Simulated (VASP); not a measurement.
Input of a VASP 6.6.1 run:

Contents of INCAR:

```
ALGO = Normal
EDIFF = 1E-7
ENCUT = 520
GGA = PE
ISIF = 2
ISMEAR = 0
LASPH = True
LCHARG = True
LELF = True
LREAL = False
LVHAR = True
LWAVE = False
NBANDS = 14
NELM = 80
PREC = Accurate
SIGMA = 0.1
```

File KPOINTS:

```
k-points
0
Gamma
  18 18 18
```

File POSCAR:

```
OsI
1.0
    1.6494372785      0.9523030568      4.2104197346
   -1.6494372785      0.9523030568      4.2104197346
    0.0000000000     -1.9046061135      4.2104197346
Os I
1 1
Direct
    0.0000000000      0.0000000000      0.0000000000
    0.5000000000      0.5000000000      0.5000000000
```

Potentials or basis: VASP PAW PBE potentials, release 64 (Os, I).

The run is started by

```console
$ cat potpaw_PBE.64/Os/POTCAR potpaw_PBE.64/I/POTCAR > POTCAR
$ mpirun -np 1 vasp_std > vasp.out
```

Problem. What does it give for the pressure?

Solution. -0.1 GPa.

Problem. Predict the band gap on the k mesh.

Solution. Zero (an odd number of electrons rules out a gap without spin polarisation).

Stress tensor (GPa, compression positive):
```
 0.00  0.00  0.00
 0.00  0.00  0.00
 0.00  0.00 -0.25
```

Caveat: spin-orbit coupling is left out, which moves the levels of the heavy elements; an odd number of electrons without spin polarisation forces a metal; a magnetic or distorted state may lie lower.
